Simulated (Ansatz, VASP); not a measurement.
**CaO: VASP beside Ansatz**

```xyz
2
Lattice="0.0000 2.3917 2.3917 2.3917 0.0000 2.3917 2.3917 2.3917 0.0000" Properties=species:S:1:pos:R:3 pbc="T T T"
Ca    0.0000    0.0000    0.0000
O     2.3917    2.3917    2.3917
```

Alike in both runs: functional PBE; dispersion D3(BJ); k mesh 8 × 8 × 8; occupations gaussian, width 0.02 eV; no spin polarisation.

Ansatz relaxed the structure, and its values are those at the end. VASP's run is a single point on that final structure, the one shown.

|  | VASP | Ansatz |
| --- | --- | --- |
| version | VASP 6.6.1 | Ansatz 0.2.0 |
| potentials or method | VASP PAW PBE potentials, release 64 (Ca_sv, O), cutoff 600 eV | scalar-relativistic, plane waves, PAW |
| valence electrons in the cell | 16 | 16 |

```csv
,VASP,Ansatz,Ansatz less VASP
gap on the k mesh at the Fermi level (eV),3.63,3.65,+0.019
least direct gap on the mesh (eV),4.00,4.02,+0.018
pressure (GPa),0.5,0.0,-0.50
```
